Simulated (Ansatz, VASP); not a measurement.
Two plane-wave programs on Pd

INCAR

```
PREC = Accurate ; ENCUT = 500
EDIFF = 1E-6 ; ISMEAR = 0
SIGMA = 0.1 ; LREAL = F
LASPH = T ; NELM = 120
ALGO = Normal ; ISIF = 2
LWAVE = F ; LCHARG = F
GGA = PS ; NBANDS = 11
GGA_COMPAT = F
```

File KPOINTS:

```
Automatic mesh
0
Gamma
  6 6 6
```

Contents of POSCAR:

```
Pd
1.0
    0.0000000000      1.9373494834      1.9373494834
    1.9373494834      0.0000000000      1.9373494834
    1.9373494834      1.9373494834      0.0000000000
Pd
1
Direct
    0.0000000000      0.0000000000      0.0000000000
```

Input for Ansatz:

```yaml
crystal:
  lattice:
    - [0.0, 1.9373494834, 1.9373494834]
    - [1.9373494834, 0.0, 1.9373494834]
    - [1.9373494834, 1.9373494834, 0.0]
  atoms:
    - { symbol: Pd, position: [0.0, 0.0, 0.0] }
basis:
  ecutwfc: 420
kpoints:
  mp_grid: { grid: [6, 6, 6] }
hamiltonian:
  xc: pbesol
  pseudopotentials: { kind: paw, azcp: { folder: soft_1 } }
scf:
  occupations: { method: gaussian, width: 0.1 }
output:
  forces: true
  stress: true
  eigenvalues: true
```

Alike in both runs: task single point; functional PBEsol; k mesh 6 × 6 × 6; occupations gaussian, width 0.1 eV; no spin polarisation.

|  | VASP | Ansatz |
| --- | --- | --- |
| version | VASP 6.6.1 | Ansatz 0.2.0 |
| potentials or method | VASP PAW PBE potentials, release 64 (Pd), cutoff 500 eV | scalar-relativistic, plane waves, PAW |
| valence electrons in the cell | 10 | 18 |

```tsv
	VASP	Ansatz	Ansatz less VASP
gap on the k mesh at the Fermi level (eV)	none	none	-
pressure (GPa)	-1.6	-1.3	+0.34
```

VASP's potentials were made for PBE, not for PBEsol, and Ansatz warns of the same on its side. A gap of «none» marks a metal or a gap that the smearing closes. VASP's potentials hold 10 valence electrons a cell and Ansatz's 18, so a difference there can come from the potentials and not from the codes.

The k mesh is coarse, so the values compare programs but aren't converged.
